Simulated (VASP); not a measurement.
Input of a VASP 6.6.1 run:

The input INCAR:

```
SYSTEM = HgTe
ALGO = Normal
EDIFF = 1E-6
ENCUT = 500
GGA = PE
GGA_COMPAT = .FALSE.
ISIF = 2
ISMEAR = 0
LASPH = .TRUE.
LCHARG = .FALSE.
LREAL = .FALSE.
LWAVE = .FALSE.
NBANDS = 26
NELM = 120
PREC = Accurate
SIGMA = 0.15
```

KPOINTS

```
k-points
0
G
  10 10 8
  0 0 0
```

File POSCAR:

```
HgTe
1.0
    2.9664296356     -3.4783880534      0.0000000000
    2.9664296356      3.4783880534      0.0000000000
    0.0000000000      0.0000000000      5.8781767382
Hg Te
2 2
Direct
    0.2744466282      0.7255533718      0.7500000000
    0.7255533718      0.2744466282      0.2500000000
    0.7365110415      0.2634889585      0.7500000000
    0.2634889585      0.7365110415      0.2500000000
```

Potentials or basis: VASP PAW PBE potentials, release 64 (Hg, Te).

Command:

```bash
$ cat potpaw_PBE.64/Hg/POTCAR potpaw_PBE.64/Te/POTCAR > POTCAR
$ mpirun -np 1 vasp_std > vasp.out
```

Question: What does it give for the largest force?

Answer: 0.076 eV/Å.

Question: What does it give for the pressure?

Answer: 0.7 GPa.

Stress tensor (GPa, compression positive):
```
 0.62  0.00  0.00
 0.00 -0.86  0.00
 0.00  0.00  2.23
```
